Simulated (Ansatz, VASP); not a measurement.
Ta6Mo: VASP beside Ansatz

```xyz
7
Lattice="-2.3355 4.0459 0.0005 -4.6734 -0.0015 0.0007 -2.3373 1.3483 6.6199" Properties=species:S:1:pos:R:3 pbc="T T T"
Ta   -2.3369    1.3482    3.8211
Ta   -4.6736    2.6963    4.6972
Ta   -7.0093    4.0445    2.7999
Ta   -4.6727    2.6964    1.9238
Ta   -2.3362    1.3482    0.9143
Ta   -7.0100    4.0445    5.7067
Mo   -7.0089    4.0445    0.0011
```

Change from the starting cell: cell x1, atoms moved at random (sigma 0.05 Å) and cell strained at random (1.5 %), then relaxed without symmetry.

Alike in both runs: functional PBE; k mesh 6 × 6 × 6; occupations gaussian, width 0.2 eV; no spin polarisation.

Ansatz relaxed the structure, and its values are those at the end. VASP's run is a single point on that final structure, the one shown.

|  | VASP | Ansatz |
| --- | --- | --- |
| version | VASP 6.6.1 | Ansatz 0.2.0 |
| potentials or method | VASP PAW PBE potentials, release 64 (Ta_pv, Mo_sv), cutoff 520 eV | scalar-relativistic, plane waves, PAW |
| valence electrons in the cell | 80 | 92 |

Ansatz gave:

- gap on the k mesh at the Fermi level (eV): none
- pressure (GPa): 0.0
- rms of the force components (eV/Å): 0.002

Task: What did VASP give for the same quantities?

Result: gap on the k mesh at the Fermi level (eV): none; pressure (GPa): 0.1; rms of the force components (eV/Å): 0.003.

A gap of «none» marks a metal or a gap that the smearing closes. VASP's potentials hold 80 valence electrons a cell and Ansatz's 92, so a difference there can come from the potentials and not from the codes.

Neither program's run includes spin-orbit coupling.
